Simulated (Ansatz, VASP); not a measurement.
Two plane-wave programs on BaTiO3

```xyz
5
Lattice="2.8629 1.6529 2.3563 -2.8629 1.6529 2.3563 0.0000 -3.3058 2.3563" Properties=species:S:1:pos:R:3 pbc="T T T"
Ba    0.0000    0.0000    0.0354
Ti    0.0000    0.0000    3.6700
O     0.0000   -1.6179    4.6055
O    -1.4012    0.8090    4.6055
O     1.4012    0.8090    4.6055
```

Alike in both runs: functional PBE; k mesh 6 × 6 × 6; occupations gaussian, width 0.02 eV; no spin polarisation.

Ansatz relaxed the structure, and its values are those at the end. VASP's run is a single point on that final structure, the one shown.

|  | VASP | Ansatz |
| --- | --- | --- |
| version | VASP 6.6.1 | Ansatz 0.2.0 |
| potentials or method | VASP PAW PBE potentials, release 64 (Ba_sv, Ti_sv, O), cutoff 520 eV | scalar-relativistic, plane waves, PAW |
| valence electrons in the cell | 40 | 40 |

```csv
,VASP,Ansatz,Ansatz less VASP
gap on the k mesh at the Fermi level (eV),2.58,2.63,+0.044
least direct gap on the mesh (eV),3.12,3.13,+0.009
pressure (GPa),1.6,0.0,-1.58
rms of the force components (eV/Å),0.035,0.002,-0.0335
```

Neither program's run includes spin-orbit coupling.
